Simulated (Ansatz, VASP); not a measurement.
SiC: VASP beside Ansatz

```
Si C
1.0
     0.00000    1.73820    1.73820
     1.73820    0.00000    1.73820
     1.73820    1.73820    0.00000
Si C
1 1
Direct
  0.00000 0.00000 0.00000
  0.50000 0.50000 0.50000
```

Change from the starting cell: volume scaled by 0.64, PAW files.

Alike in both runs: task single point; functional PBEsol; k mesh 17 × 17 × 17; occupations fermi-dirac, width 0.08 eV; no spin polarisation.

|  | VASP | Ansatz |
| --- | --- | --- |
| version | VASP 6.6.1 | Ansatz 0.2.0 |
| potentials or method | VASP PAW PBE potentials, release 64 (Si, C) | PAW with Ansatz's default frozen-core files, scalar-relativistic |
| plane-wave cutoff (eV) | 520 | 420 |
| valence electrons in the cell | 8 | 8 |

|  | VASP | Ansatz | Ansatz less VASP |
| --- | --- | --- | --- |
| pressure (GPa) | 293.9 | 292.0 | -1.86 |

VASP's potentials were made for PBE, not for PBEsol. Both programs put the cell under a high pressure, so it lies far from rest at this level.

Noted on VASP's run: the cell as given lies far from equilibrium.
